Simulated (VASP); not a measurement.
## YN: single point with PBE

Crystal: YN.

```
Y N
1.0
     0.00000    2.43850    2.43850
     2.43850    0.00000    2.43850
     2.43850    2.43850    0.00000
Y N
1 1
Direct
  0.00000 0.00000 0.00000
  0.50000 0.50000 0.50000
```

| Property | Result |
| --- | --- |
| Program | VASP 6.6.1 |
| Task | single point |
| Functional | PBE |
| Potentials or basis | VASP PAW PBE potentials, release 64 (Y_sv, N) |
| Cutoff | 600 eV |
| k mesh | 10 × 10 × 10 |
| Occupations | fermi-dirac, width 0.03 eV |
| Spin | no spin polarisation |

| Item | Value |
| --- | --- |
| Pressure | 2.7 GPa |
| Band gap on the k mesh | 0.18 eV, indirect (least direct gap 0.56 eV) |

Levels at points of the mesh, in eV from the valence-band top:
| k point | band 5 | band 6 | band 7 | band 8 | band 9 | band 10 | band 11 | band 12 |
| --- | --- | --- | --- | --- | --- | --- | --- | --- |
| (0.00, 0.00, 0.00) | -12.93 | 0.00 | 0.00 | 0.00 | 3.15 | 3.15 | 3.15 | 4.22 |
| (0.50, 0.00, 0.00) | -11.14 | -4.10 | -2.27 | -2.27 | 5.74 | 6.42 | 6.42 | 6.78 |
| (0.50, 0.50, 0.00) | -12.50 | -1.48 | -0.38 | -0.38 | 0.18 | 6.90 | 7.30 | 7.97 |

Run time: 23 s on 1 thread of Intel(R) Xeon(R) Platinum 8259CL CPU @ 2.50GHz (Skylake/Cascade Lake), on a shared host, peak memory 0.19 GiB.

A k mesh can miss the band edges.
